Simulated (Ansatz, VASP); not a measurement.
## SrY3: VASP beside Ansatz

The input INCAR:

```
PREC     = Accurate       # precision mode
ENCUT    = 600            # plane-wave cutoff, eV
EDIFF    = 1E-6           # SCF threshold, eV
ISMEAR   = 0              # smearing method
SIGMA    = 0.1            # smearing width, eV
LREAL    = False          # projectors in reciprocal space
LASPH    = True           # aspherical terms in the spheres
NELM     = 60             # most SCF steps
ALGO     = Normal         # electronic algorithm
ISIF     = 3              # what is computed and relaxed
LWAVE    = False          # write WAVECAR
LCHARG   = False          # write CHGCAR
GGA      = PE             # functional
IBRION   = 2              # ionic algorithm
NSW      = 90             # ionic steps
EDIFFG   = -0.04          # ionic threshold
```

File KPOINTS:

```
Automatic mesh
0
Gamma
  4 4 4
```

Contents of POSCAR:

```
SrY3
1.0
    4.7939590807      0.0000000000      0.0000000000
    0.0000000000      4.7939590807      0.0000000000
    0.0000000000      0.0000000000      4.7939590807
Sr Y
1 3
Direct
    0.0000000000      0.0000000000      0.0000000000
    0.0000000000      0.5000000000      0.5000000000
    0.5000000000      0.0000000000      0.5000000000
    0.5000000000      0.5000000000      0.0000000000
```

Input for Ansatz:

```yaml
crystal:
  lattice:
    - [4.7939590807, 0.0, 0.0]
    - [0.0, 4.7939590807, 0.0]
    - [0.0, 0.0, 4.7939590807]
  atoms:
    - { symbol: Sr, position: [0.0, 0.0, 0.0] }
    - { symbol: "Y", position: [0.0, 0.5, 0.5] }
    - { symbol: "Y", position: [0.5, 0.0, 0.5] }
    - { symbol: "Y", position: [0.5, 0.5, 0.0] }
basis:
  ecutwfc: 420
kpoints:
  mp_grid: { grid: [4, 4, 4] }
hamiltonian:
  xc: pbe
scf:
  occupations: { method: gaussian, width: 0.1 }
  lower_state_search: "off"
output:
  forces: true
  stress: true
  eigenvalues: true
relax:
  adjacent_minimum: "off"
  f_tol: 0.04
  max_steps: 70
  cell: { stress_tol: 0.4 }
```

Alike in both runs: task relaxation of cell and atoms; functional PBE; k mesh 4 × 4 × 4; occupations gaussian, width 0.1 eV; no spin polarisation.

|  | VASP | Ansatz |
| --- | --- | --- |
| version | VASP 6.6.1 | Ansatz 0.2.0 |
| potentials or method | VASP PAW PBE potentials, release 64 (Sr_sv, Y_sv), cutoff 600 eV | scalar-relativistic, plane waves, PAW |
| valence electrons in the cell | 43 | 43 |

```tsv
	VASP	Ansatz	Ansatz less VASP
gap on the k mesh at the Fermi level, each at its own relaxed structure (eV)	none	none	-
relaxed volume (Å³/atom)	35.98	35.94	-0.039
relaxed cell length with the largest relative difference (Å)	5.241	5.239	-0.0019
```

A gap of «none» marks a metal or a gap that the smearing closes.

Noted on VASP's run: the volume moved by over 15 % at a fixed basis, so the end points are rough.
